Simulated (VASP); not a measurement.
ScAl4As, 6 atoms in the cell. The structure is cubic, space group F-43m (No. 216). Conventional cell: a = 9.042 Å, b = 9.042 Å, c = 9.042 Å, α = 90.00°, β = 90.00°, γ = 90.00°. Within 5.0 Å of Sc (site symmetry -43m) lie 12 Al at 3.84 Å and 4 As at 3.92 Å. Within 3.1 Å of Al (site symmetry 3m) lie 1 As at 2.36 Å and 3 Al at 2.54 Å. Within 3.1 Å of As (site symmetry -43m) lie 4 Al at 2.36 Å. 

| Quantity | Value |
| --- | --- |
| Program | VASP 6.6.1 |
| Task | single point |
| Functional | PBE |
| Potentials or basis | VASP PAW PBE potentials, release 64 (Sc_sv, Al, As) |
| Cutoff | 520 eV |
| k mesh | 4 × 4 × 4 |
| Occupations | gaussian, width 0.1 eV |
| Spin | no spin polarisation |
| Dipole correction | no |
| Further INCAR settings | ALGO = Fast; EDIFF = 1e-06; NBANDS = 23 |

Potentials or basis: VASP PAW PBE potentials, release 64 (Sc_sv, Al, As).

The run is started by

```console
$ cat potpaw_PBE.64/Sc_sv/POTCAR potpaw_PBE.64/Al/POTCAR potpaw_PBE.64/As/POTCAR > POTCAR
$ mpirun -np 1 vasp_std > vasp.out
```

Hardware: 1 thread of Intel(R) Xeon(R) 6975P-C (Granite Rapids), on a shared host.

**Question.** How long does it take, and how much memory?

**Answer.** Wall time 61 s on 1 thread of Intel(R) Xeon(R) 6975P-C (Granite Rapids) (shared host), peak memory 0.33 GiB. Counts: scf iterations 22, k points 8.
